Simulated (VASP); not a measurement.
Write the native input for VASP 6.6.1 that does the following.

* Task: single point
* Functional: LDA
* Potentials or basis: VASP PAW LDA potentials, release 64 (La, Te)
* Cutoff: 520 eV
* k mesh: 7 × 7 × 7
* Occupations: methfessel-paxton, width 0.1 eV
* Spin: no spin polarisation
* Dipole correction: no
* Further INCAR settings: ALGO = Normal; EDIFF = 1e-07; NBANDS = 16

The structure of LaTe lies in POSCAR:

```
LaTe
1.0
    3.9360900000      0.0000000000      0.0000000000
    0.0000000000      3.9360900000      0.0000000000
    0.0000000000      0.0000000000      3.9360900000
La Te
1 1
Direct
    0.0000000000      0.0000000000      0.0000000000
    0.5000000000      0.5000000000      0.5000000000
```

These files were run (other wordings do the same):

INCAR

```
PREC = Accurate
ENCUT = 520
EDIFF = 1E-7
ISMEAR = 1
SIGMA = 0.1
LREAL = F
LASPH = T
NELM = 80
ALGO = Normal
ISIF = 2
LWAVE = F
LCHARG = F
NBANDS = 16
```

KPOINTS

```
Automatic mesh
0
Gamma
  7 7 7
```

Potentials or basis: VASP PAW LDA potentials, release 64 (La, Te).

Launch:

```console
$ cat potpaw_LDA.64/La/POTCAR potpaw_LDA.64/Te/POTCAR > POTCAR
$ mpirun -np 1 vasp_std > vasp.out
```

It gave:

The pressure is -4.2 GPa.

It took 12 s on 1 thread of Intel(R) Xeon(R) Platinum 8488C (Sapphire Rapids) (shared host), peak memory 0.17 GiB.
